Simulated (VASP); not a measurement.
**Ta4C3: single point with PBEsol**

The system is Ta4C3.

```
Ta C
1.0
     4.40260    0.00000    0.00000
     0.00000    4.40260    0.00000
     0.00000    0.00000    4.40260
Ta C
4 3
Direct
  0.00000 0.50000 0.50000
  0.50000 0.00000 0.50000
  0.50000 0.50000 0.00000
  0.00000 0.00000 0.00000
  0.50000 0.00000 0.03407
  0.00000 0.50000 0.03407
  0.00000 0.00000 0.53407
```

This cell differs from its parent crystal: all C atoms moved -0.150 Å, as atom 5 towards its neighbour atom 2 (Ta) at 2.201 Å.

```json
{
 "Program": "VASP 6.6.1",
 "Task": "single point",
 "Functional": "PBEsol",
 "Potentials or basis": "VASP PAW PBE potentials, release 64 (Ta_pv, C)",
 "Cutoff": "520 eV",
 "k mesh": "10 × 10 × 10",
 "Occupations": "gaussian, width 0.15 eV",
 "Spin": "no spin polarisation"
}
```

```
Pressure               : 3.5 GPa
Largest force          : 2.382 eV/Å
Band gap on the k mesh : zero (bands 28 and 29 overlap by 0.97 eV)
```

Forces in eV/Å, atoms in the order of the input:
```
Ta   0.000  0.000  2.199
Ta   0.000  0.000  2.199
Ta   0.000  0.000  0.433
Ta   0.000  0.000  1.683
C    0.000  0.000 -2.066
C    0.000  0.000 -2.066
C    0.000  0.000 -2.382
```

Stress tensor (GPa, compression positive):
```
0.34 0.00 0.00
0.00 0.34 0.00
0.00 0.00 9.77
```

Levels at points of the mesh, in eV from the Fermi level:
| k point | band 26 | band 27 | band 28 | band 29 | band 30 | band 31 |
| --- | --- | --- | --- | --- | --- | --- |
| (0.00, 0.00, 0.00) | -1.12 | -0.89 | -0.89 | -0.53 | 0.35 | 0.35 |
| (0.50, 0.00, 0.00) | -1.99 | -1.37 | 0.21 | 0.37 | 0.83 | 1.83 |
| (0.00, 0.00, 0.50) | -2.02 | -2.02 | 0.32 | 0.32 | 0.81 | 2.08 |
| (0.50, 0.50, 0.00) | -1.65 | -0.35 | -0.35 | 1.71 | 1.76 | 1.76 |
| (0.00, 0.50, 0.50) | -1.72 | -0.40 | -0.32 | 1.64 | 1.75 | 1.83 |
| (0.50, 0.50, 0.50) | -1.11 | -1.05 | -0.06 | 3.38 | 3.42 | 3.42 |

It took 3.8 min on 1 thread of Intel(R) Xeon(R) 6975P-C (Granite Rapids), with other jobs on the host, peak memory 0.42 GiB.

Caveat: the cell differs from its parent crystal (all C atoms moved -0.150 Å, as atom 5 towards its neighbour atom 2 (Ta) at 2.201 Å); the cell stands under pressure; the PAW data sets were made with another functional, which shifts forces and pressure a little; spin-orbit coupling is left out, which moves the levels of the heavy elements.
